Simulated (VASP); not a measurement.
Crystal: K2BrF.

```xyz
4
Lattice="2.0891 1.2061 6.9683 -2.0891 1.2061 6.9683 0.0000 -2.4123 6.9683" Properties=species:S:1:pos:R:3 pbc="T T T"
F     2.0891    1.2061    6.9683
Br    0.0000    0.0000   10.4524
K     0.0000    0.0000    5.5845
K     0.0000    0.0000   15.3204
```

Base run:

- Program: VASP 6.6.1
- Functional: r2SCAN
- Potentials or basis: VASP PAW PBE potentials, release 64 (F, Br, K_sv)
- Cutoff: 520 eV
- k mesh: 6 × 6 × 6
- Occupations: gaussian, width 0.01 eV
- Spin: no spin polarisation

Its results: band gap on the k mesh 4.73 eV; pressure 0.0 GPa; largest force 0.004 eV/Å.

Task: The run is repeated on the same cell with these changes: functional from r2SCAN to PBE. What comes out?

Result: Band gap on the k mesh 4.13 eV; pressure 1.1 GPa; largest force 0.072 eV/Å.

Caveats: the PAW data sets were made with another functional, which shifts forces and pressure a little (at least some runs).

A k mesh can miss the band edges.
